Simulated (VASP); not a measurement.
KCl (Sylvite):

```
K Cl
1.0
     0.00000    3.14485    3.14485
     3.14485    0.00000    3.14485
     3.14485    3.14485    0.00000
K Cl
1 1
Direct
  0.00000 0.00000 0.00000
  0.50000 0.50000 0.50000
```

Program: VASP 6.6.1. Alike in all runs: task single point; no spin polarisation; cell as given; k mesh 4 × 4 × 4; cutoff (eV) 520; smearing gaussian 0.01 eV.

Q: Order these runs on this cell by their band gap on the k mesh, lowest first.
A. level LDA; potentials or basis VASP PAW LDA potentials, release 64 (K_sv, Cl)
B. level r2SCAN; potentials or basis VASP PAW PBE potentials, release 64 (K_sv, Cl)
C. level PBE; potentials or basis VASP PAW PBE potentials, release 64 (K_sv, Cl)
D. level HSE06; potentials or basis VASP PAW PBE potentials, release 64 (K_sv, Cl); grid for exact exchange (PRECFOCK) Normal; screening parameter 0.2079 1/Å

A: A (4.75 eV), C (5.19 eV), B (5.83 eV), D (6.50 eV).

Caveats: all runs use coarse meshes.
